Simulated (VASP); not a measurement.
# ScSi6 (Im-3m) in VASP: relaxation of cell and atoms with PBE

Aim: the relaxation of cell and atoms of ScSi6 with PBE.

Everything below comes from runs of VASP 6.6.1. Logs are shortened: lines on timing, memory, paths and dates and some standing lists are left out, and cuts for length are marked.

### Step 1. The cell of the first run

It takes space group Im-3m (No. 229, cubic). Conventional cell: a = 6.638 Å, b = 6.638 Å, c = 6.638 Å, α = 90.00°, β = 90.00°, γ = 90.00°. Sc (site symmetry m-3m) has 24 Si at 3.71 Å within 4.9 Å. Within 3.1 Å of Si (site symmetry -4m2) lie 4 Si at 2.35 Å.

The cell was generated, and may not be a known phase.

### Step 2. Relaxation of cell and atoms, PBE

The input, INCAR:

```
PREC     = Accurate       # precision mode
ENCUT    = 600            # plane-wave cutoff, eV
EDIFF    = 1E-6           # SCF threshold, eV
ISMEAR   = 0              # smearing method
SIGMA    = 0.1            # smearing width, eV
LREAL    = False          # projectors in reciprocal space
LASPH    = True           # aspherical terms in the spheres
NELM     = 60             # most SCF steps
ALGO     = Normal         # electronic algorithm
ISIF     = 3              # what is computed and relaxed
LWAVE    = False          # write WAVECAR
LCHARG   = False          # write CHGCAR
GGA      = PE             # functional
IBRION   = 2              # ionic algorithm
NSW      = 100            # ionic steps
EDIFFG   = -0.01          # ionic threshold
```

The input, KPOINTS:

```
regular mesh
0
Gamma
  8 8 8
```

The input, POSCAR:

```
ScSi6
1.0
   -3.3190106786      3.3190106786      3.3190106786
    3.3190106786     -3.3190106786      3.3190106786
    3.3190106786      3.3190106786     -3.3190106786
Sc Si
1 6
Direct
    0.0000000000      0.0000000000      0.0000000000
    0.7500000000      0.2500000000      0.5000000000
    0.2500000000      0.7500000000      0.5000000000
    0.5000000000      0.2500000000      0.7500000000
    0.7500000000      0.5000000000      0.2500000000
    0.5000000000      0.7500000000      0.2500000000
    0.2500000000      0.5000000000      0.7500000000
```

Potentials or basis: VASP PAW PBE potentials, release 64 (Sc_sv, Si).

Command:

```console
$ cat potpaw_PBE.64/Sc_sv/POTCAR potpaw_PBE.64/Si/POTCAR > POTCAR
$ mpirun -np 1 vasp_std > vasp.out
```

OUTCAR:

```text
PREC = Accurate
   ENCUT = 600
   EDIFF = 1E-6
   ISMEAR = 0
   LREAL = False
   LASPH = True
   NELM = 60
   ISIF = 3
   GGA = PE
   IBRION = 2
   NSW = 100
   EDIFFG = -0.01

 ion  position               nearest neighbor table
   1  0.000  0.000  0.000-
   2  0.750  0.250  0.500-   4 2.35   5 2.35   7 2.35   6 2.35
   3  0.250  0.750  0.500-   4 2.35   6 2.35   7 2.35   5 2.35
   4  0.500  0.250  0.750-   2 2.35   5 2.35   7 2.35   3 2.35
   5  0.750  0.500  0.250-   2 2.35   3 2.35   6 2.35   4 2.35
   6  0.500  0.750  0.250-   2 2.35   3 2.35   5 2.35   7 2.35
   7  0.250  0.500  0.750-   3 2.35   4 2.35   6 2.35   2 2.35

  LATTYP: Found a body centered cubic cell.
 ALAT       =     6.6380213572

  Lattice vectors:

 A1 = (  -3.3190106786,   3.3190106786,   3.3190106786)
 A2 = (   3.3190106786,  -3.3190106786,   3.3190106786)
 A3 = (   3.3190106786,   3.3190106786,  -3.3190106786)

Analysis of symmetry for initial positions (statically):
=====================================================================
 Subroutine PRICEL returns:
 Original cell was already a primitive cell.

 Routine SETGRP: Setting up the symmetry group for a
 body centered cubic supercell.

 Subroutine GETGRP returns: Found 48 space group operations
 (whereof 48 operations were pure point group operations)
 out of a pool of 48 trial point group operations.

The static configuration has the point symmetry O_h .

Analysis of symmetry for dynamics (positions and initial velocities):
=====================================================================
 Subroutine PRICEL returns:
 Original cell was already a primitive cell.

 Routine SETGRP: Setting up the symmetry group for a
 body centered cubic supercell.

 Subroutine GETGRP returns: Found 48 space group operations
 (whereof 48 operations were pure point group operations)
 out of a pool of 48 trial point group operations.

The dynamic configuration has the point symmetry O_h .

 Subroutine INISYM returns: Found 48 space group operations
 (whereof 48 operations are pure point group operations),
 and found     1 'primitive' translations

[... 164 lines left out ...]
  external PRESSURE =       1.1270354 kB  Pullay stress =       0.0000000 kB

 VOLUME and BASIS-vectors are now :
 -----------------------------------------------------------------------------
  energy-cutoff  :      600.00
  volume of cell :      146.25
      direct lattice vectors                 reciprocal lattice vectors
    -3.319010679  3.319010679  3.319010679     0.000000000  0.150647301  0.150647301
     3.319010679 -3.319010679  3.319010679     0.150647301  0.000000000  0.150647301
     3.319010679  3.319010679 -3.319010679     0.150647301  0.150647301  0.000000000

 POSITION                                       TOTAL-FORCE (eV/Angst)
 -----------------------------------------------------------------------------------
      0.00000      0.00000      0.00000        -0.000000     -0.000000     -0.000000
     -0.00000      3.31901      1.65951        -0.000000      0.000000     -0.000000
      3.31901     -0.00000      1.65951         0.000000     -0.000000     -0.000000
      1.65951      3.31901      0.00000        -0.000000      0.000000     -0.000000
     -0.00000      1.65951      3.31901        -0.000000     -0.000000      0.000000
      1.65951     -0.00000      3.31901        -0.000000      0.000000      0.000000
      3.31901      1.65951      0.00000         0.000000     -0.000000     -0.000000
 -----------------------------------------------------------------------------------
    total drift:                                0.000000     -0.000000     -0.000000

  FREE ENERGIE OF THE ION-ELECTRON SYSTEM (eV)
  ---------------------------------------------------
  free  energy   TOTEN  =       -36.4841226415 eV

  energy  without entropy=      -36.4586242470  energy(sigma->0) =      -36.47137344

--------------------------------------- Ionic step        2  -------------------------------------------

 number of electron      35.0000001 magnetization

 Free energy of the ion-electron system (eV)
  ---------------------------------------------------
  ext. energy  EPLUGINS =         0.00000000
  ---------------------------------------------------
  free energy    TOTEN  =       -36.48414557 eV

  energy without entropy =      -36.45857002  energy(sigma->0) =      -36.47135780

 E-fermi :   5.8409     XC(G=0):  -9.5023

 val. band max:        5.8364050504   @ k =   0.5000   0.5000   0.5000
 cond. band min:       5.8457994823   @ k =  -0.3750   0.5000   0.2500
 fundamental gap:      0.0093944320
 Fermi energy:         5.8409041345

 k-point     1 :       0.0000    0.0000    0.0000
  band No.  band energies     occupation
      1     -45.5761      2.00000
      2     -24.1543      2.00000
      3     -24.1543      2.00000
      4     -24.1543      2.00000
      5      -6.3714      2.00000
      6      -1.6891      2.00000
[... 565 lines left out ...]
     20       6.2143      0.00000
     21       6.3747      0.00000

 [... further k-points ...]
[... 5 lines left out ...]
  --------------------------------------------------------------------------------------
  -------------------------------------------------------------------------------------
  Total       -0.0589516     -0.0589516     -0.0589516      0.0000000     -0.0000000     -0.0000000
  in kB       -0.6444616     -0.6444616     -0.6444616      0.0000000     -0.0000000     -0.0000000
  external PRESSURE =      -0.6444616 kB  Pullay stress =       0.0000000 kB

 VOLUME and BASIS-vectors are now :
 -----------------------------------------------------------------------------
  energy-cutoff  :      600.00
  volume of cell :      146.56
      direct lattice vectors                 reciprocal lattice vectors
    -3.321363856  3.321363856  3.321363856     0.000000000  0.150540568  0.150540568
     3.321363856 -3.321363856  3.321363856     0.150540568  0.000000000  0.150540568
     3.321363856  3.321363856 -3.321363856     0.150540568  0.150540568  0.000000000

 POSITION                                       TOTAL-FORCE (eV/Angst)
 -----------------------------------------------------------------------------------
      3.32136      3.32136      3.32136        -0.000000      0.000000      0.000000
      0.00000      3.32136      1.66068         0.000000     -0.000000      0.000000
      3.32136      0.00000      1.66068        -0.000000      0.000000      0.000000
      1.66068      3.32136      0.00000        -0.000000      0.000000     -0.000000
      0.00000      1.66068      3.32136        -0.000000      0.000000      0.000000
      1.66068      0.00000      3.32136        -0.000000     -0.000000     -0.000000
      3.32136      1.66068      0.00000         0.000000      0.000000      0.000000
 -----------------------------------------------------------------------------------
    total drift:                               -0.000000      0.000000     -0.000000

  FREE ENERGIE OF THE ION-ELECTRON SYSTEM (eV)
  ---------------------------------------------------
  free  energy   TOTEN  =       -36.4841455732 eV

  energy  without entropy=      -36.4585700222  energy(sigma->0) =      -36.47135780

 reached required accuracy - stopping structural energy minimisation
```

CONTCAR:

```text
ScSi6
   1.00000000000000
    -3.3213638561908851    3.3213638561908851    3.3213638561908851
     3.3213638561908851   -3.3213638561908851    3.3213638561908851
     3.3213638561908851    3.3213638561908851   -3.3213638561908851
  Sc              Si
     1     6
Direct
     1.0000000000000000    1.0000000000000000    1.0000000000000000
     0.7500000000000000    0.2500000000000000    0.5000000000000000
     0.2500000000000000    0.7500000000000000    0.5000000000000000
     0.5000000000000000    0.2500000000000000    0.7500000000000000
     0.7500000000000000    0.5000000000000000    0.2500000000000000
     0.5000000000000000    0.7500000000000000    0.2500000000000000
     0.2500000000000000    0.5000000000000000    0.7500000000000000

  0.00000000E+00  0.00000000E+00  0.00000000E+00
  0.00000000E+00  0.00000000E+00  0.00000000E+00
  0.00000000E+00  0.00000000E+00  0.00000000E+00
  0.00000000E+00  0.00000000E+00  0.00000000E+00
  0.00000000E+00  0.00000000E+00  0.00000000E+00
  0.00000000E+00  0.00000000E+00  0.00000000E+00
  0.00000000E+00  0.00000000E+00  0.00000000E+00
```

Run time: 2.5 min. Hardware: 1 thread of Intel Xeon Platinum 8488C (Sapphire Rapids), shared host; peak memory 0.39 GiB.

What came out:

```yaml
Free_energy: -36.4841 eV
Relaxed_volume: 20.94 Å³/atom
Relaxed_cell: a = 5.753 Å, b = 5.753 Å, c = 5.753 Å, α = 109.47°, β = 109.47°, γ = 109.47°
Space_group_after_relaxing_to_0.1_Å: Im-3m (No. 229)
Energy_gained_by_relaxing: 0.0 meV/atom
Ionic_steps: 2
Pressure_after_relaxing: -0.1 GPa
Band_gap_on_the_k_mesh: zero (an odd number of electrons rules out a gap without spin polarisation)
```

Final structure:
```yaml
crystal:
  lattice:
    - [-3.32136, 3.32136, 3.32136]
    - [3.32136, -3.32136, 3.32136]
    - [3.32136, 3.32136, -3.32136]
  atoms:
    - { symbol: Sc, position: [0.00000, 0.00000, 0.00000] }
    - { symbol: Si, position: [0.75000, 0.25000, 0.50000] }
    - { symbol: Si, position: [0.25000, 0.75000, 0.50000] }
    - { symbol: Si, position: [0.50000, 0.25000, 0.75000] }
    - { symbol: Si, position: [0.75000, 0.50000, 0.25000] }
    - { symbol: Si, position: [0.50000, 0.75000, 0.25000] }
    - { symbol: Si, position: [0.25000, 0.50000, 0.75000] }
```

Caveat: an odd number of electrons without spin polarisation forces a metal; a magnetic or distorted state may lie lower.
